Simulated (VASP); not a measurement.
Si3B3I: relaxation of cell and atoms with PBE

Crystal: Si3B3I.

```
Si B I
1.0
     4.93702    0.00000    0.00000
     0.00000    4.93702    0.00000
     0.00000    0.00000    4.93702
Si B I
3 3 1
Direct
  0.00000 0.50000 0.50000
  0.50000 0.50000 0.00000
  0.50000 0.00000 0.50000
  0.00000 0.50000 0.00000
  0.50000 0.00000 0.00000
  0.00000 0.00000 0.50000
  0.50000 0.50000 0.50000
```

The cell was built from a structure type or drawn by symmetry, and may not be a known phase.

```json
{
  "Program": "VASP 6.6.1",
  "Task": "relaxation of cell and atoms",
  "Functional": "PBE",
  "Potentials or basis": "VASP PAW PBE potentials, release 64 (Si, B, I)",
  "Cutoff": "600 eV",
  "k mesh": "8 × 8 × 8",
  "Occupations": "gaussian, width 0.1 eV",
  "Spin": "no spin polarisation",
  "Dipole correction": "no",
  "Further INCAR settings": "ALGO = Normal; EDIFF = 1e-06; IBRION = 2; EDIFFG = -0.01; NSW = 100; ISIF = 3"
}
```

The relaxed volume is 16.83 Å³/atom. The relaxed cell is a = 4.902 Å, b = 4.902 Å, c = 4.902 Å, α = 90.00°, β = 90.00°, γ = 90.00°. The space group after relaxing (to 0.1 Å) is Pm-3m (No. 221), the energy gained by relaxing is 1.8 meV/atom and the ionic steps are 3. The pressure after relaxing is 0.0 GPa and the band gap on the k mesh is zero (bands 14 and 15 overlap by 3.20 eV).

Step by step:
```csv
step,energy change (eV),largest force (eV/Å),pressure (GPa),volume (Å³)
1,0.0000,0.0000,-1.55,120.34
2,-0.0123,0.0000,0.23,117.46
3,-0.0125,0.0000,0.00,117.81
```

Final structure:
```xyz
7
Lattice="4.9022 0.0000 0.0000 0.0000 4.9022 0.0000 0.0000 0.0000 4.9022" Properties=species:S:1:pos:R:3 pbc="T T T"
Si    0.0000    2.4511    2.4511
Si    2.4511    2.4511    0.0000
Si    2.4511    0.0000    2.4511
B     0.0000    2.4511    0.0000
B     2.4511    0.0000    0.0000
B     0.0000    0.0000    2.4511
I     2.4511    2.4511    2.4511
```

Levels at points of the mesh, in eV from the Fermi level:
| k point | band 11 | band 12 | band 13 | band 14 | band 15 | band 16 | band 17 | band 18 |
| --- | --- | --- | --- | --- | --- | --- | --- | --- |
| (0.00, 0.00, 0.00) | -2.31 | -2.31 | -2.27 | -2.27 | -2.27 | 0.68 | 2.44 | 2.44 |
| (0.50, 0.00, 0.00) | -2.04 | -2.04 | -1.87 | -1.17 | -0.41 | 1.63 | 1.63 | 2.16 |
| (0.50, 0.50, 0.00) | -1.48 | -1.48 | -0.74 | -0.30 | 0.40 | 0.69 | 1.66 | 2.37 |
| (0.50, 0.50, 0.50) | -1.72 | 0.03 | 0.03 | 0.93 | 0.93 | 0.93 | 2.65 | 2.65 |

It took 2.8 min on 1 thread of Intel(R) Xeon(R) Platinum 8259CL CPU @ 2.50GHz (Skylake/Cascade Lake), on a shared host, peak memory 0.3 GiB.

Caveat: spin-orbit coupling is left out, which moves the levels of the heavy elements.
